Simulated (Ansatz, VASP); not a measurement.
## Li4Si2C3 in VASP and in Ansatz

```
CELL_PARAMETERS angstrom
0.00000 3.78513 5.03930
3.63377 0.00000 5.03930
3.63377 3.78513 0.00000
ATOMIC_POSITIONS crystal
Li 0.98060 0.28339 0.09241
Li 0.09241 0.64360 0.98060
Li 0.64360 0.09241 0.28339
Li 0.28339 0.98060 0.64360
Si 0.73013 0.26987 0.73013
Si 0.26987 0.73013 0.26987
C 0.25000 0.25000 0.25000
C 0.59647 0.40353 0.40353
C 0.40353 0.59647 0.59647
```

Alike in both runs: functional PBE; k mesh 8 × 8 × 8; occupations gaussian, width 0.1 eV; no spin polarisation.

Ansatz relaxed the structure, and its values are those at the end. VASP's run is a single point on that final structure, the one shown.

|  | VASP | Ansatz |
| --- | --- | --- |
| version | VASP 6.6.1 | Ansatz 0.2.0 |
| potentials or method | VASP PAW PBE potentials, release 64 (Li_sv, Si, C), cutoff 520 eV | scalar-relativistic, plane waves, PAW |
| valence electrons in the cell | 32 | 32 |

VASP gave:

| Quantity | Value |
| --- | --- |
| gap on the k mesh at the Fermi level (eV) | none |
| rms of the force components (eV/Å) | 0.021 |

Question: What did Ansatz give for the same quantities?

Answer: gap on the k mesh at the Fermi level (eV): none; rms of the force components (eV/Å): 0.002.

A gap of «none» marks a metal or a gap that the smearing closes. With one functional, cell and mesh, what is left measures potentials, basis and numerics.

Noted on VASP's run: the cutoff is under 1.25 times that of the potentials, so the pressure is a little rough.
